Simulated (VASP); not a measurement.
# GaP (I-4m2) in VASP: a series of runs

Aim: see how the results for GaP move with the level of theory and the settings. Levels: PBE, r2SCAN. Tasks: single point.

All numbers are computed with VASP 6.6.1; they aren't measurements. Logs are shortened: lines on timing, memory, paths and dates and some standing lists are left out, and cuts for length are marked.

### 1 The cell of the first run

Symmetry: I-4m2, No. 119, tetragonal system. Conventional cell: a = 3.777 Å, b = 3.777 Å, c = 5.544 Å, α = 90.00°, β = 90.00°, γ = 90.00°. Ga (site symmetry -4m2) has 4 P at 2.34 Å within 3.1 Å. P (site symmetry -4m2) has 4 Ga at 2.34 Å within 3.1 Å.

### 2 Single point, PBE (epitaxial xy strain -2.0%)

The input, INCAR:

```
PREC     = Accurate       # precision mode
ENCUT    = 520            # plane-wave cutoff, eV
EDIFF    = 1E-7           # SCF threshold, eV
ISMEAR   = -1             # smearing method
SIGMA    = 0.02           # smearing width, eV
LREAL    = False          # projectors in reciprocal space
LASPH    = True           # aspherical terms in the spheres
NELM     = 60             # most SCF steps
ALGO     = Normal         # electronic algorithm
ISIF     = 2              # what is computed and relaxed
LWAVE    = False          # write WAVECAR
LCHARG   = False          # write CHGCAR
GGA      = PE             # functional
NBANDS   = 16             # bands
```

The input, KPOINTS:

```
regular mesh
0
Gamma
  8 8 8
```

The input, POSCAR:

```
GaP
1.0
    0.0000000000      2.6708913017      2.7717586778
    2.6708913017      0.0000000000      2.7717586778
    2.6708913017      2.6708913017      0.0000000000
Ga P
1 1
Direct
    0.0000000000      0.0000000000      0.0000000000
    0.2500000000      0.2500000000      0.2500000000
```

Potentials or basis: VASP PAW PBE potentials, release 64 (Ga_d, P).

Command:

```sh
cat potpaw_PBE.64/Ga_d/POTCAR potpaw_PBE.64/P/POTCAR > POTCAR
mpirun -np 1 vasp_std > vasp.out
```

OUTCAR:

```text
PREC = Accurate
   ENCUT = 520
   EDIFF = 1E-7
   ISMEAR = -1
   LREAL = False
   LASPH = True
   NELM = 60
   ISIF = 2
   GGA = PE

 ion  position               nearest neighbor table
   1  0.000  0.000  0.000-   2 2.34   2 2.34   2 2.34   2 2.34
   2  0.250  0.250  0.250-   1 2.34   1 2.34   1 2.34   1 2.34

  LATTYP: Found a body centered tetragonal cell.
 ALAT       =     3.7772107025
 C/A-ratio  =     1.4676219550

  Lattice vectors:

 A1 = (  -2.6708913017,   0.0000000000,   2.7717586778)
 A2 = (   2.6708913017,   0.0000000000,   2.7717586778)
 A3 = (   0.0000000000,   2.6708913017,  -2.7717586778)

Analysis of symmetry for initial positions (statically):
=====================================================================
 Subroutine PRICEL returns:
 Original cell was already a primitive cell.

 Routine SETGRP: Setting up the symmetry group for a
 body centered tetragonal supercell.

 Subroutine GETGRP returns: Found  8 space group operations
 (whereof  8 operations were pure point group operations)
 out of a pool of 16 trial point group operations.

The static configuration has the point symmetry D_2d.

Analysis of symmetry for dynamics (positions and initial velocities):
=====================================================================
 Subroutine PRICEL returns:
 Original cell was already a primitive cell.

 Routine SETGRP: Setting up the symmetry group for a
 body centered tetragonal supercell.

 Subroutine GETGRP returns: Found  8 space group operations
 (whereof  8 operations were pure point group operations)
 out of a pool of 16 trial point group operations.

The dynamic configuration has the point symmetry D_2d.

 Subroutine INISYM returns: Found  8 space group operations
 (whereof  8 operations are pure point group operations),
 and found     1 'primitive' translations

----------------------------------------------------------------------------------------

                                     Primitive cell

  volume of cell :      39.5456

  direct lattice vectors                    reciprocal lattice vectors
     0.000000000  2.670891302  2.771758678    -0.187203425  0.187203425  0.180390885
     2.670891302  0.000000000  2.771758678     0.187203425 -0.187203425  0.180390885
     2.670891302  2.670891302  0.000000000     0.187203425  0.187203425 -0.180390885

  length of vectors
     3.849195567  3.849195567  3.777210702     0.320360915  0.320360915  0.320360915

  position of ions in fractional coordinates (direct lattice)
     0.000000000  0.000000000  0.000000000
     0.250000000  0.250000000  0.250000000

  ion indices of the primitive-cell ions
   primitive index   ion index
                 1           1
                 2           2

----------------------------------------------------------------------------------------

 KPOINTS: regular mesh

Automatic generation of k-mesh.
 Grid dimensions read from file:
 generate k-points for:    8    8    8

 Generating k-lattice:

  Cartesian coordinates                     Fractional coordinates (reciprocal lattice)
    -0.023400428  0.023400428  0.022548861     0.125000000  0.000000000  0.000000000
     0.023400428 -0.023400428  0.022548861     0.000000000  0.125000000  0.000000000
     0.023400428  0.023400428 -0.022548861     0.000000000  0.000000000  0.125000000

  Length of vectors
     0.040045114  0.040045114  0.040045114

  Shift w.r.t. Gamma in fractional coordinates (k-lattice)
     0.000000000  0.000000000  0.000000000

 Subroutine IBZKPT returns following result:
 ===========================================

 Found     59 irreducible k-points:

 Following reciprocal coordinates:
            Coordinates               Weight
  0.000000  0.000000  0.000000      1.000000
  0.125000  0.000000  0.000000      8.000000
  0.250000  0.000000  0.000000      8.000000
  0.375000  0.000000  0.000000      8.000000
  0.500000  0.000000  0.000000      4.000000
  0.125000  0.125000  0.000000      2.000000
[... 16 lines left out ...]
  0.250000  0.000000  0.125000     16.000000
  0.375000  0.000000  0.125000     16.000000
 [... further k-points ...]
   k-points           NKPTS =     59   k-points in BZ     NKDIM =     59   number of bands    NBANDS=     16
   number of dos      NEDOS =    301   number of ions     NIONS =      2
   total plane-waves  NPLWV =  25200
   dimension x,y,z NGX =    30 NGY =   30 NGZ =   28
   dimension x,y,z NGXF=    60 NGYF=   60 NGZF=   56
   ions per type =               1   1
   NGX,Y,Z   is equivalent  to a cutoff of  12.96, 12.96, 12.32 a.u.
   NGXF,Y,Z  is equivalent  to a cutoff of  25.91, 25.91, 24.65 a.u.
 SYSTEM =  unknown system
   PREC   = accura    normal or accurate (medium, high low for compatibility)
   ISTART =      0    job   : 0-new  1-cont  2-samecut
   ICHARG =      2    charge: 1-file 2-atom 10-const
   ISPIN  =      1    spin polarized calculation?
   LNONCOLLINEAR =      F non collinear calculations
   LSORBIT =      F    spin-orbit coupling
   LASPH  =      T    aspherical Exc in radial PAW
   ENCUT  =  520.0 eV  38.22 Ry    6.18 a.u.   7.16  7.16  7.02*2*pi/ulx,y,z
   NELM   =     60;   NELMIN=  2; NELMDL= -5     # of ELM steps
   EDIFF  = 0.1E-06   stopping-criterion for ELM
   LREAL  =      F    real-space projection
   EDIFFG = 0.1E-05   stopping-criterion for IOM
   NSW    =      0    number of steps for IOM
   IBRION =     -1    ionic relax: 0-MD 1-quasi-New 2-CG
   NFREE  =      0    steps in history (QN), initial steepest desc. (CG)
   ISIF   =      2    stress and relaxation
   ISYM   =      2    0-nonsym 1-usesym 2-fastsym
   POTIM  = 0.5000    time-step for ionic-motion
   TEBEG  =    0.0;   TEEND  =   0.0 temperature during run
   PSTRESS=    0.0 pullay stress
   NELECT =      18.0000    total number of electrons
   NUPDOWN=      -1.0000    fix difference up-down
   EMIN   =  10.00;   EMAX   =-10.00  energy-range for DOS
   EFERMI =   0.00;   METHOD = LEGACY
   ISMEAR =    -1;   SIGMA  =   0.02  broadening in eV -4-tet -1-fermi 0-gaus
   EFERMI_NEDOS =   21; number of points for ismear=-14 and -15
   IALGO  =     38    algorithm
   IMIX   =      4    mixing-type and parameters
     AMIX     =   0.40;   BMIX     =  1.00
     AMIX_MAG =   1.60;   BMIX_MAG =  1.00
  volume/ion in A,a.u.               =      19.77       133.43
  Fermi-wavevector in a.u.,A,eV,Ry     =   1.259311  2.379753 21.576998  1.585865
  Thomas-Fermi vector in A             =   2.392877
   LORBIT       =      0    0 simple, 1 ext, 2 COOP (PROOUT), +10 PAW based schemes
   GGA     = PE    functional components
   LHFCALC =     F    Hartree Fock is set to
   AEXX    =    0.0000 exact exchange contribution
   IVDW    =     0    specifies the selected vdW correction
   LEPSILON=     F    determine dielectric tensor
   LRPA    =     F    only Hartree local field effects (RPA)
 non-spin polarized calculation
  energy-cutoff  :      520.00
  volume of cell :       39.55
 maximum number of plane-waves:      1078
 NGX is ok and might be reduce to    30
   NGX = 15   NGY = 15   NGZ = 13

 number of electron      18.0000000 magnetization

 Free energy of the ion-electron system (eV)
  ---------------------------------------------------
  ext. energy  EPLUGINS =         0.00000000
  ---------------------------------------------------
  free energy    TOTEN  =        -9.08676359 eV

  energy without entropy =       -9.08676359  energy(sigma->0) =       -9.08676359

 E-fermi :   5.4320     XC(G=0):  -9.9413

 val. band max:        4.9693517512   @ k =   0.0000   0.0000   0.0000
 cond. band min:       6.3895555616   @ k =   0.3750   0.0000   0.3750
 fundamental gap:      1.4202038104
 Fermi energy:         5.4319856154

 k-point     1 :       0.0000    0.0000    0.0000
  band No.  band energies     occupation
      1      -9.7072      2.00000
      2      -9.6954      2.00000
      3      -9.6954      2.00000
      4      -9.5953      2.00000
      5      -9.5907      2.00000
      6      -7.7727      2.00000
[... 8 lines left out ...]
     15      14.3696      0.00000
     16      15.0602      0.00000

 k-point     2 :       0.1250    0.0000    0.0000
  band No.  band energies     occupation
      1      -9.7160      2.00000
      2      -9.6969      2.00000
      3      -9.6905      2.00000
      4      -9.5958      2.00000
      5      -9.5903      2.00000
      6      -7.5637      2.00000
[... 8 lines left out ...]
     15      14.3436      0.00000
     16      14.7311      0.00000

 k-point     3 :       0.2500    0.0000    0.0000
  band No.  band energies     occupation
      1      -9.7482      2.00000
      2      -9.6871      2.00000
      3      -9.6799      2.00000
      4      -9.5955      2.00000
      5      -9.5876      2.00000
      6      -6.9717      2.00000
[... 8 lines left out ...]
     15      13.9971      0.00000
     16      14.9491      0.00000

 k-point     4 :       0.3750    0.0000    0.0000
  band No.  band energies     occupation
      1      -9.7776      2.00000
      2      -9.6790      2.00000
      3      -9.6718      2.00000
      4      -9.5926      2.00000
      5      -9.5821      2.00000
      6      -6.1423      2.00000
[... 8 lines left out ...]
     15      15.0588      0.00000
     16      15.3346      0.00000
[... 324 lines left out ...]
 k-point    22 :       0.1250    0.0000    0.1250
  band No.  band energies     occupation
      1      -9.7210      2.00000
      2      -9.6964      2.00000
      3      -9.6863      2.00000
      4      -9.5996      2.00000
      5      -9.5876      2.00000
      6      -7.4884      2.00000
[... 8 lines left out ...]
     15      14.7197      0.00000
     16      15.1814      0.00000

 k-point    23 :       0.2500    0.0000    0.1250
  band No.  band energies     occupation
      1      -9.7486      2.00000
      2      -9.6844      2.00000
      3      -9.6766      2.00000
      4      -9.6035      2.00000
      5      -9.5839      2.00000
      6      -7.0180      2.00000
[... 8 lines left out ...]
     15      14.8149      0.00000
     16      16.1857      0.00000

 k-point    24 :       0.3750    0.0000    0.1250
  band No.  band energies     occupation
      1      -9.7756      2.00000
      2      -9.6747      2.00000
      3      -9.6684      2.00000
      4      -9.6024      2.00000
      5      -9.5798      2.00000
      6      -6.2473      2.00000
[... 8 lines left out ...]
     15      15.6618      0.00000
     16      16.0928      0.00000

 [... further k-points ...]
[... 5 lines left out ...]
  --------------------------------------------------------------------------------------
  -------------------------------------------------------------------------------------
  Total        1.3748667      1.3748667      0.6528825      0.0000000      0.0000000      0.0000000
  in kB       55.7023260     55.7023260     26.4513457      0.0000000      0.0000000      0.0000000
  external PRESSURE =      45.9519992 kB  Pullay stress =       0.0000000 kB

 VOLUME and BASIS-vectors are now :
 -----------------------------------------------------------------------------
  energy-cutoff  :      520.00
  volume of cell :       39.55
      direct lattice vectors                 reciprocal lattice vectors
     0.000000000  2.670891302  2.771758678    -0.187203425  0.187203425  0.180390885
     2.670891302  0.000000000  2.771758678     0.187203425 -0.187203425  0.180390885
     2.670891302  2.670891302  0.000000000     0.187203425  0.187203425 -0.180390885

 POSITION                                       TOTAL-FORCE (eV/Angst)
 -----------------------------------------------------------------------------------
      0.00000      0.00000      0.00000        -0.000000     -0.000000     -0.000000
      1.33545      1.33545      1.38588         0.000000      0.000000      0.000000
 -----------------------------------------------------------------------------------
    total drift:                                0.000001      0.000001     -0.000006

  FREE ENERGIE OF THE ION-ELECTRON SYSTEM (eV)
  ---------------------------------------------------
  free  energy   TOTEN  =        -9.0867635915 eV

  energy  without entropy=       -9.0867635915  energy(sigma->0) =       -9.08676359
```

Wall time 25 s (1 thread of AMD EPYC 9R45 (Zen 5), shared host); peak memory 0.15 GiB.

Results:

* Free energy: -9.0868 eV
* Pressure: 4.6 GPa
* Band gap on the k mesh: 1.42 eV, indirect (least direct gap 1.94 eV)

Stress tensor (GPa, compression positive):
```
5.57 0.00 0.00
0.00 5.57 0.00
0.00 0.00 2.65
```

Levels at points of the mesh, in eV from the valence-band top:
```csv
k point,band 6,band 7,band 8,band 9,band 10,band 11,band 12,band 13
"(0.00, 0.00, 0.00)",-12.74,-0.23,0.00,0.00,1.93,3.79,3.79,3.87
"(0.50, 0.00, 0.00)",-10.60,-6.84,-1.39,-1.06,1.64,4.54,4.79,8.27
"(0.50, 0.50, 0.00)",-9.78,-7.10,-2.66,-2.66,1.71,1.96,10.71,10.71
"(0.50, 0.00, 0.50)",-9.61,-6.85,-2.93,-2.91,1.45,1.61,10.57,10.61
```

Caveat: the cell differs from its parent crystal (epitaxial xy strain -2.0%). A k mesh can miss the band edges.

### 3 Single point, PBE (epitaxial xy strain -1.0%)

The input, INCAR:

```
SYSTEM = GaP
  ALGO = Normal
  EDIFF = 1E-6
  ENCUT = 520
  GGA = PE
  ISIF = 2
  ISMEAR = -1
  LASPH = .True.
  LCHARG = .False.
  LREAL = .False.
  LWAVE = .False.
  NBANDS = 16
  NELM = 60
  PREC = Accurate
  SIGMA = 0.02
```

The input, KPOINTS:

```
k-points
0
Gamma
  8 8 8
  0 0 0
```

The input, POSCAR:

```
GaP
1.0
    0.0000000000      2.6981452945      2.7489678072
    2.6981452945      0.0000000000      2.7489678072
    2.6981452945      2.6981452945      0.0000000000
Ga P
1 1
Direct
    0.0000000000      0.0000000000      0.0000000000
    0.2500000000      0.2500000000      0.2500000000
```

Potentials or basis: VASP PAW PBE potentials, release 64 (Ga_d, P).

Command:

```sh
cat potpaw_PBE.64/Ga_d/POTCAR potpaw_PBE.64/P/POTCAR > POTCAR
mpirun -np 1 vasp_std > vasp.out
```

OUTCAR:

```text
SYSTEM = GaP
   EDIFF = 1E-6
   ENCUT = 520
   GGA = PE
   ISIF = 2
   ISMEAR = -1
   LASPH = .True.
   LREAL = .False.
   NELM = 60
   PREC = Accurate

 ion  position               nearest neighbor table
   1  0.000  0.000  0.000-   2 2.35   2 2.35   2 2.35   2 2.35
   2  0.250  0.250  0.250-   1 2.35   1 2.35   1 2.35   1 2.35

  LATTYP: Found a body centered tetragonal cell.
 ALAT       =     3.8157536687
 C/A-ratio  =     1.4408518190

  Lattice vectors:

 A1 = (  -2.6981452945,   0.0000000000,   2.7489678072)
 A2 = (   2.6981452945,   0.0000000000,   2.7489678072)
 A3 = (   0.0000000000,   2.6981452945,  -2.7489678072)

Analysis of symmetry for initial positions (statically):
=====================================================================
 Subroutine PRICEL returns:
 Original cell was already a primitive cell.

 Routine SETGRP: Setting up the symmetry group for a
 body centered tetragonal supercell.

 Subroutine GETGRP returns: Found  8 space group operations
 (whereof  8 operations were pure point group operations)
 out of a pool of 16 trial point group operations.

The static configuration has the point symmetry D_2d.

Analysis of symmetry for dynamics (positions and initial velocities):
[... 156 lines left out ...]

  energy without entropy =       -9.10544283  energy(sigma->0) =       -9.10544283

 E-fermi :   5.2176     XC(G=0):  -9.8851

 val. band max:        4.8049188383   @ k =   0.0000   0.0000   0.0000
 cond. band min:       6.3369169526   @ k =   0.3750   0.0000   0.3750
 fundamental gap:      1.5319981143
 Fermi energy:         5.2176285470

 k-point     1 :       0.0000    0.0000    0.0000
  band No.  band energies     occupation
      1      -9.8059      2.00000
      2      -9.8000      2.00000
      3      -9.8000      2.00000
      4      -9.7002      2.00000
      5      -9.6976      2.00000
      6      -7.8081      2.00000
[... 433 lines left out ...]
      3      -9.7728      2.00000
      4      -9.7062      2.00000
      5      -9.6880      2.00000
      6      -6.3149      2.00000
[... 8 lines left out ...]
     15      15.5814      0.00000
     16      15.7978      0.00000

 [... further k-points ...]
[... 5 lines left out ...]
  --------------------------------------------------------------------------------------
  -------------------------------------------------------------------------------------
  Total        0.9745589      0.9745589      0.6195150      0.0000000      0.0000000      0.0000000
  in kB       39.0111129     39.0111129     24.7988800      0.0000000      0.0000000      0.0000000
  external PRESSURE =      34.2737020 kB  Pullay stress =       0.0000000 kB

 VOLUME and BASIS-vectors are now :
 -----------------------------------------------------------------------------
  energy-cutoff  :      520.00
  volume of cell :       40.02
      direct lattice vectors                 reciprocal lattice vectors
     0.000000000  2.698145295  2.748967807    -0.185312482  0.185312482  0.181886452
     2.698145295  0.000000000  2.748967807     0.185312482 -0.185312482  0.181886452
     2.698145295  2.698145295  0.000000000     0.185312482  0.185312482 -0.181886452

 POSITION                                       TOTAL-FORCE (eV/Angst)
 -----------------------------------------------------------------------------------
      0.00000      0.00000      0.00000        -0.000000     -0.000000      0.000000
      1.34907      1.34907      1.37448         0.000000      0.000000     -0.000000
 -----------------------------------------------------------------------------------
    total drift:                                0.000002      0.000002     -0.000008

  FREE ENERGIE OF THE ION-ELECTRON SYSTEM (eV)
  ---------------------------------------------------
  free  energy   TOTEN  =        -9.1054428320 eV

  energy  without entropy=       -9.1054428320  energy(sigma->0) =       -9.10544283
```

It took 22 s on 1 thread of AMD EPYC 9R45 (Zen 5), shared host; peak memory 0.15 GiB.

What came out:

- Free energy: -9.1054 eV
- Pressure: 3.4 GPa
- Band gap on the k mesh: 1.53 eV, indirect (least direct gap 1.88 eV)

Levels at points of the mesh, in eV from the valence-band top:
| k point | band 5 | band 6 | band 7 | band 8 | band 9 | band 10 | band 11 | band 12 | band 13 | band 14 |
| --- | --- | --- | --- | --- | --- | --- | --- | --- | --- | --- |
| (0.00, 0.00, 0.00) | -14.50 | -12.61 | -0.11 | 0.00 | 0.00 | 1.88 | 3.84 | 3.84 | 3.88 | 8.82 |
| (0.50, 0.00, 0.00) | -14.49 | -10.51 | -6.73 | -1.25 | -1.09 | 1.66 | 4.62 | 4.76 | 8.27 | 10.92 |
| (0.50, 0.50, 0.00) | -14.48 | -9.65 | -6.92 | -2.67 | -2.67 | 1.68 | 1.90 | 10.65 | 10.65 | 11.15 |
| (0.50, 0.00, 0.50) | -14.48 | -9.57 | -6.80 | -2.81 | -2.79 | 1.55 | 1.72 | 10.61 | 10.62 | 11.31 |

Caveat: the cell differs from its parent crystal (epitaxial xy strain -1.0%).

[end of part 1 of 2]
